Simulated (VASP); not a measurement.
Input of a VASP 6.6.1 run:

INCAR

```
PREC = Accurate
ENCUT = 520
EDIFF = 1E-7
ISMEAR = 0
SIGMA = 0.15
LREAL = F
LASPH = T
NELM = 80
ALGO = Fast
ISIF = 2
LWAVE = F
LCHARG = T
LELF = T
LVHAR = T
NBANDS = 19
```

Contents of KPOINTS:

```
regular mesh
0
Gamma
  18 18 10
```

File POSCAR:

```
Ti
1.0
    2.9499978604      0.0000000000      0.0000000000
   -1.4749989302      2.5547730882      0.0000000000
    0.0000000000      0.0000000000      4.5922800000
Ti
2
Direct
    0.3333333333      0.6666666667      0.2500000000
    0.6666666667      0.3333333333      0.7500000000
```

Potentials or basis: VASP PAW LDA potentials, release 64 (Ti_sv).

The run is started by

```console
$ cat potpaw_LDA.64/Ti_sv/POTCAR > POTCAR
$ mpirun -np 1 vasp_std > vasp.out
```

Predict the band gap on the k mesh.

zero (band 12 reaches 8.91 eV, above the bottom of band 13 at 7.82 eV).

Predict the pressure.

-8.1 GPa.

Stress tensor (GPa, compression positive):
```
-8.55  0.00  0.00
 0.00 -8.55  0.00
 0.00  0.00 -7.16
```

Caveat: the cell differs from its parent crystal (strain -0.0200 x Voigt [0, 0, 1, 0, 0, 0]).
